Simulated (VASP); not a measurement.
# SiO2 (Fd-3m) in VASP: single point with PBE

Aim: the single point of SiO2 with PBE.

All numbers are computed with VASP 6.6.1; they aren't measurements. Logs are shortened: lines on timing, memory, paths and dates and some standing lists are left out, and cuts for length are marked.

### Step 1. The cell of the first run

It takes space group Fd-3m (No. 227, cubic). Conventional cell: a = 7.120 Å, b = 7.120 Å, c = 7.120 Å, α = 90.00°, β = 90.00°, γ = 90.00°. Within 2.1 Å of Si (site symmetry -43m) lie 4 O at 1.54 Å. O (site symmetry -3m) has 2 Si at 1.54 Å within 2.1 Å. O (site symmetry -3m) has 2 Si at 1.54 Å within 2.1 Å.

### Step 2. Single point, PBE

Contents of INCAR:

```
  ALGO = Normal
  EDIFF = 1E-7
  ENCUT = 520
  GGA = PE
  ISIF = 2
  ISMEAR = 0
  ISYM = 0
  LASPH = True
  LCHARG = True
  LELF = True
  LREAL = Auto
  LVHAR = True
  LWAVE = False
  NBANDS = 63
  NELM = 100
  PREC = Accurate
  SIGMA = 0.1
```

Contents of KPOINTS:

```
Automatic mesh
0
Gamma
  2 2 2
  0.5 0.5 0.5
```

Contents of POSCAR:

```
SiO2
1.0
    0.0000000000      3.5600000000     -3.5600000000
    7.1200000000      0.0000000000      0.0000000000
   -3.5600000000     -7.1200000000     -3.5600000000
Si O
6 12
Direct
    0.0000000000      0.5000000000      0.0000000000
    0.3333333333      0.8333333333      0.6666666667
    0.6666666667      0.1666666667      0.3333333333
    0.8333333333      0.5833333333      0.6666666667
    0.1666666667      0.9166666667      0.3333333333
    0.5000000000      0.2500000000      0.0000000000
    0.9166666667      0.5416666667      0.8333333333
    0.2500000000      0.8750000000      0.5000000000
    0.5833333333      0.2083333333      0.1666666667
    0.0833333333      0.7083333333      0.1666666667
    0.4166666667      0.0416666667      0.8333333333
    0.7500000000      0.3750000000      0.5000000000
    0.7500000000      0.3750000000      0.0000000000
    0.0833333333      0.7083333333      0.6666666667
    0.4166666667      0.0416666667      0.3333333333
    0.2500000000      0.3750000000      0.0000000000
    0.5833333333      0.7083333333      0.6666666667
    0.9166666667      0.0416666667      0.3333333333
```

Potentials or basis: VASP PAW PBE potentials, release 64 (Si, O).

Launch:

```sh
cat potpaw_PBE.64/Si/POTCAR potpaw_PBE.64/O/POTCAR > POTCAR
mpirun -np 1 vasp_std > vasp.out
```

OUTCAR:

```text
EDIFF = 1E-7
   ENCUT = 520
   GGA = PE
   ISIF = 2
   ISMEAR = 0
   ISYM = 0
   LASPH = True
   LREAL = Auto
   NELM = 100
   PREC = Accurate

 ion  position               nearest neighbor table
   1  0.000  0.500  0.000-  10 1.54  13 1.54  16 1.54   7 1.54   4 3.08   5 3.08   6 3.08   6 3.08

   2  0.333  0.833  0.667-  11 1.54  14 1.54  17 1.54   8 1.54   4 3.08   6 3.08   4 3.08   5 3.08

   3  0.667  0.167  0.333-   9 1.54  12 1.54  15 1.54  18 1.54   6 3.08   4 3.08   5 3.08   5 3.08
[... 7 lines left out ...]
   7  0.917  0.542  0.833-   4 1.54   1 1.54
   8  0.250  0.875  0.500-   2 1.54   5 1.54
   9  0.583  0.208  0.167-   3 1.54   6 1.54
  10  0.083  0.708  0.167-   1 1.54   5 1.54
  11  0.417  0.042  0.833-   6 1.54   2 1.54
  12  0.750  0.375  0.500-   3 1.54   4 1.54
  13  0.750  0.375  0.000-   1 1.54   6 1.54
  14  0.083  0.708  0.667-   2 1.54   4 1.54
  15  0.417  0.042  0.333-   3 1.54   5 1.54
  16  0.250  0.375  0.000-   1 1.54   6 1.54
  17  0.583  0.708  0.667-   2 1.54   4 1.54
  18  0.917  0.042  0.333-   3 1.54   5 1.54

IMPORTANT INFORMATION: All symmetrisations will be switched off!
NOSYMM: (Re-)initialisation of all symmetry stuff for point group C_1.

----------------------------------------------------------------------------------------

                                     Primitive cell

  volume of cell :     270.7081

  direct lattice vectors                    reciprocal lattice vectors
     0.000000000  3.560000000 -3.560000000     0.000000000  0.093632959 -0.187265918
     7.120000000  0.000000000  0.000000000     0.140449438 -0.046816479 -0.046816479
    -3.560000000 -7.120000000 -3.560000000     0.000000000 -0.093632959 -0.093632959

  length of vectors
     5.034600282  7.120000000  8.720183484     0.209369661  0.155272696  0.132417000

  position of ions in fractional coordinates (direct lattice)
     0.000000000  0.500000000  0.000000000
     0.333333333  0.833333333  0.666666667
     0.666666667  0.166666667  0.333333333
     0.833333333  0.583333333  0.666666667
     0.166666667  0.916666667  0.333333333
     0.500000000  0.250000000  0.000000000
[... 10 lines left out ...]
     0.583333333  0.708333333  0.666666667
     0.916666667  0.041666667  0.333333333

  ion indices of the primitive-cell ions
   primitive index   ion index
                 1           1
                 2           2
                 3           3
                 4           4
                 5           5
                 6           6
[... 70 lines left out ...]
   NSW    =      0    number of steps for IOM
   IBRION =     -1    ionic relax: 0-MD 1-quasi-New 2-CG
   NFREE  =      0    steps in history (QN), initial steepest desc. (CG)
   ISIF   =      2    stress and relaxation
   ISYM   =      0    0-nonsym 1-usesym 2-fastsym
   POTIM  = 0.5000    time-step for ionic-motion
   TEBEG  =    0.0;   TEEND  =   0.0 temperature during run
   PSTRESS=    0.0 pullay stress
   NELECT =      96.0000    total number of electrons
   NUPDOWN=      -1.0000    fix difference up-down
   EMIN   =  10.00;   EMAX   =-10.00  energy-range for DOS
   EFERMI =   0.00;   METHOD = LEGACY
   ISMEAR =     0;   SIGMA  =   0.10  broadening in eV -4-tet -1-fermi 0-gaus
   EFERMI_NEDOS =   21; number of points for ismear=-14 and -15
   IALGO  =     38    algorithm
   IMIX   =      4    mixing-type and parameters
     AMIX     =   0.40;   BMIX     =  1.00
     AMIX_MAG =   1.60;   BMIX_MAG =  1.00
  volume/ion in A,a.u.               =      15.04       101.49
  Fermi-wavevector in a.u.,A,eV,Ry     =   1.158772  2.189762 18.269272  1.342754
  Thomas-Fermi vector in A             =   2.295371
   LORBIT       =      0    0 simple, 1 ext, 2 COOP (PROOUT), +10 PAW based schemes
   GGA     = PE    functional components
   LHFCALC =     F    Hartree Fock is set to
   AEXX    =    0.0000 exact exchange contribution
   IVDW    =     0    specifies the selected vdW correction
   LEPSILON=     F    determine dielectric tensor
   LRPA    =     F    only Hartree local field effects (RPA)
 non-spin polarized calculation
 Gauss-broadening in eV      SIGMA  =   0.10
  energy-cutoff  :      520.00
  volume of cell :      270.71
 maximum number of plane-waves:      7294
 NGX is ok and might be reduce to    40
   NGX = 19   NGY = 27   NGZ = 33

 number of electron      95.9999984 magnetization

 Free energy of the ion-electron system (eV)
  ---------------------------------------------------
  ext. energy  EPLUGINS =         0.00000000
  ---------------------------------------------------
  free energy    TOTEN  =      -139.19485825 eV

  energy without entropy =     -139.19485825  energy(sigma->0) =     -139.19485825

 E-fermi :   0.4454     XC(G=0):  -7.9036

 val. band max:       -0.0760806421   @ k =  -0.2500   0.2500   0.0000
 cond. band min:       6.4061459422   @ k =  -0.2500  -0.2500   0.2500
 fundamental gap:      6.4822265843
 Fermi energy:         0.4454488593

 k-point     1 :       0.2500    0.2500    0.2500
  band No.  band energies     occupation
      1     -19.7631      2.00000
      2     -19.7631      2.00000
      3     -19.5588      2.00000
      4     -18.7732      2.00000
      5     -18.4992      2.00000
      6     -18.4992      2.00000
[... 493 lines left out ...]
     59      10.4273      0.00000
     60      10.8517      0.00000
 [bands above 60 left out]

------------------------ aborting loop because EDIFF is reached ----------------------------------------

  FORCE on cell =-STRESS in cart. coord.  units (eV):
  Direction    XX          YY          ZZ          XY          YZ          ZX
  --------------------------------------------------------------------------------------
  -------------------------------------------------------------------------------------
  Total       45.5840256     45.4616931     45.4515536      0.0000128      0.0547877      0.0016597
  in kB      269.7876180    269.0635971    269.0035867      0.0000757      0.3242591      0.0098229
  external PRESSURE =     269.2849340 kB  Pullay stress =       0.0000000 kB

 VOLUME and BASIS-vectors are now :
 -----------------------------------------------------------------------------
  energy-cutoff  :      520.00
  volume of cell :      270.71
      direct lattice vectors                 reciprocal lattice vectors
     0.000000000  3.560000000 -3.560000000     0.000000000  0.093632959 -0.187265918
     7.120000000  0.000000000  0.000000000     0.140449438 -0.046816479 -0.046816479
    -3.560000000 -7.120000000 -3.560000000     0.000000000 -0.093632959 -0.093632959

 POSITION                                       TOTAL-FORCE (eV/Angst)
 -----------------------------------------------------------------------------------
      3.56000      0.00000      0.00000         0.012422      0.000713      0.001307
      3.56000     -3.56000     -3.56000         0.015019      0.000297     -0.000051
      0.00000      0.00000     -3.56000         0.008521      0.000128     -0.000226
      1.78000     -1.78000     -5.34000        -0.012773     -0.000898      0.000487
      5.34000     -1.78000     -1.78000        -0.010724      0.002345     -0.000928
      1.78000      1.78000     -1.78000        -0.011775      0.000341      0.000143
[... 10 lines left out ...]
      2.67000     -2.67000     -4.45000         0.001472      0.000716     -0.000269
     -0.89000      0.89000     -4.45000        -0.001061     -0.000128      0.000979
 -----------------------------------------------------------------------------------
    total drift:                               -0.007322     -0.000882     -0.006877

  FREE ENERGIE OF THE ION-ELECTRON SYSTEM (eV)
  ---------------------------------------------------
  free  energy   TOTEN  =      -139.1948582461 eV

  energy  without entropy=     -139.1948582461  energy(sigma->0) =     -139.19485825
```

OSZICAR:

```text
N       E                     dE             d eps       ncg     rms          rms(c)
DAV:   1     0.705006298395E+03    0.70501E+03   -0.49656E+04  1016   0.138E+03
DAV:   2    -0.101786739827E+03   -0.80679E+03   -0.77970E+03  1248   0.336E+02
DAV:   3    -0.162116515864E+03   -0.60330E+02   -0.60072E+02  1208   0.993E+01
DAV:   4    -0.163003206984E+03   -0.88669E+00   -0.88509E+00  1232   0.131E+01
DAV:   5    -0.163020853269E+03   -0.17646E-01   -0.17634E-01  1200   0.177E+00    0.431E+01
DAV:   6    -0.139812972525E+03    0.23208E+02   -0.84623E+01  1123   0.360E+01    0.205E+01
DAV:   7    -0.139318650466E+03    0.49432E+00   -0.32048E+00  1176   0.613E+00    0.713E+00
DAV:   8    -0.139192875838E+03    0.12577E+00   -0.24238E-01  1209   0.224E+00    0.252E+00
DAV:   9    -0.139186534880E+03    0.63410E-02   -0.98934E-02  1232   0.129E+00    0.455E-01
DAV:  10    -0.139194834048E+03   -0.82992E-02   -0.54094E-03  1113   0.297E-01    0.107E-01
DAV:  11    -0.139194861809E+03   -0.27761E-04   -0.74405E-04  1120   0.131E-01    0.218E-02
DAV:  12    -0.139194858930E+03    0.28789E-05   -0.72448E-05  1137   0.414E-02    0.208E-02
DAV:  13    -0.139194858211E+03    0.71955E-06   -0.20498E-06  1184   0.896E-03    0.115E-02
DAV:  14    -0.139194858226E+03   -0.15330E-07   -0.18843E-06  1145   0.750E-03    0.425E-03
DAV:  15    -0.139194858246E+03   -0.19823E-07   -0.11681E-07   848   0.257E-03
   1 F= -.13919486E+03 E0= -.13919486E+03  d E =-.217171E-13
```

stdout:

```text
POSCAR found type information on POSCAR SiO
 POSCAR found :  2 types and      18 ions
 scaLAPACK will be used
 LDA part: xc-table for (Slater+PW92), standard interpolation
 POSCAR, INCAR and KPOINTS ok, starting setup
 FFT: planning ... GRIDC
 FFT: planning ... GRID_SOFT
 FFT: planning ... GRID
 WAVECAR not read
 entering main loop
```

It took 4.7 min on 1 thread of Intel Xeon Platinum 8259CL at 2.50GHz (Skylake/Cascade Lake), shared host; peak memory 0.39 GiB.

What came out:

```
Free energy            : -139.1949 eV
Pressure               : 26.9 GPa
Band gap on the k mesh : 6.48 eV
```

Levels at points of the mesh, in eV from the valence-band top:
```
           k point  band 46  band 47  band 48  band 49  band 50  band 51
(0.25, 0.25, 0.25)    -0.41    -0.35    -0.35     7.30     7.31     8.12
```

Caveat: the k points lie up to 0.66 Å⁻¹ apart.
